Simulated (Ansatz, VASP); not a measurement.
## One calculation of Ag, two programs

POSCAR

```
Ag
1.0
   -1.6751243396      1.6751243396      1.6342676484
    1.6751243396     -1.6751243396      1.6342676484
    1.6751243396      1.6751243396     -1.6342676484
Ag
1
Direct
    0.0000000000      0.0000000000      0.0000000000
```

The input INCAR.step1:

```
PREC = Accurate
ENCUT = 520
ISMEAR = 0
SIGMA = 0.15
LREAL = False
LASPH = True
NELM = 100
NBANDS = 12
GGA = PE
ALGO = Normal
EDIFF = 1E-4
LWAVE = True
LCHARG = False
```

File INCAR.step2:

```
PREC = Accurate
ENCUT = 520
EDIFF = 1E-6
ISMEAR = 0
SIGMA = 0.15
LREAL = False
LASPH = True
NELM = 100
ALGO = Normal
ISIF = 2
LWAVE = False
LCHARG = False
METAGGA = R2SCAN
LMIXTAU = True
NBANDS = 12
ISTART = 1
```

File KPOINTS:

```
regular mesh
0
Gamma
  26 26 26
```

Input for Ansatz:

```yaml
crystal:
  lattice:
    - [-1.6751243396, 1.6751243396, 1.6342676484]
    - [1.6751243396, -1.6751243396, 1.6342676484]
    - [1.6751243396, 1.6751243396, -1.6342676484]
  atoms:
    - { symbol: Ag, position: [0.0, 0.0, 0.0] }
basis:
  ecutwfc: 500
kpoints:
  mp_grid: { grid: [26, 26, 26] }
hamiltonian:
  xc: r2scan
scf:
  occupations: { method: gaussian, width: 0.15 }
output:
  forces: true
  stress: true
  eigenvalues: true
```

Change from the starting cell: strain +0.025 along x and y, +0.000 along z, atoms carried along.

Alike in both runs: task single point; functional r2SCAN; k mesh 26 × 26 × 26; occupations gaussian, width 0.15 eV; no spin polarisation.

|  | VASP | Ansatz |
| --- | --- | --- |
| version | VASP 6.6.1 | Ansatz 0.2.0 |
| potentials or method | VASP PAW PBE potentials, release 64 (Ag), cutoff 520 eV | scalar-relativistic, plane waves, PAW |
| valence electrons in the cell | 11 | 19 |

```tsv
	VASP	Ansatz	Ansatz less VASP
gap on the k mesh at the Fermi level (eV)	none	none	-
pressure (GPa)	-4.4	-4.4	-0.07
traceless stress, the component that is largest in VASP (GPa)	-0.23	-0.23	+0.005
```

VASP's potentials were made for PBE, not for r2SCAN. A gap of «none» marks a metal or a gap that the smearing closes. The functional is the same, so the differences come from potentials, cutoffs and numerics. VASP's potentials hold 11 valence electrons a cell and Ansatz's 19, so a difference there can come from the potentials and not from the codes.
